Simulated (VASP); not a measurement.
A run of VASP 6.6.1 is set up as follows.

The input INCAR:

```
  ALGO = Normal
  EDIFF = 1E-6
  ENCUT = 520
  GGA = PE
  ISIF = 2
  ISMEAR = -1
  LASPH = True
  LCHARG = True
  LELF = True
  LREAL = False
  LVHAR = True
  LWAVE = False
  NBANDS = 17
  NELM = 100
  PREC = Accurate
  SIGMA = 0.05
```

The input KPOINTS:

```
k-points
0
Gamma
  6 6 6
```

Contents of POSCAR:

```
PbS
1.0
    4.0896976867      0.0000000000      0.0000000000
   -2.0448488433      3.5417820905      0.0000000000
    0.0000000000      0.0000000000      3.7881670000
Pb S
1 1
Direct
    0.0000000000      0.0000000000      0.0000000000
    0.6666666667      0.3333333333      0.5000000000
```

Potentials or basis: VASP PAW PBE potentials, release 64 (Pb_d, S).

The run is started by

```sh
$ cat potpaw_PBE.64/Pb_d/POTCAR potpaw_PBE.64/S/POTCAR > POTCAR
$ mpirun -np 1 vasp_std > vasp.out
```

Estimate the pressure.

-0.3 GPa.

What does it give for the band gap on the k mesh?

Zero (band 10 reaches 5.29 eV, above the bottom of band 11 at 4.86 eV).

Stress tensor (GPa, compression positive):
```
-0.33  0.00  0.00
 0.00 -0.33  0.00
 0.00  0.00 -0.09
```

Caveat: spin-orbit coupling is left out, which moves the levels of the heavy elements.
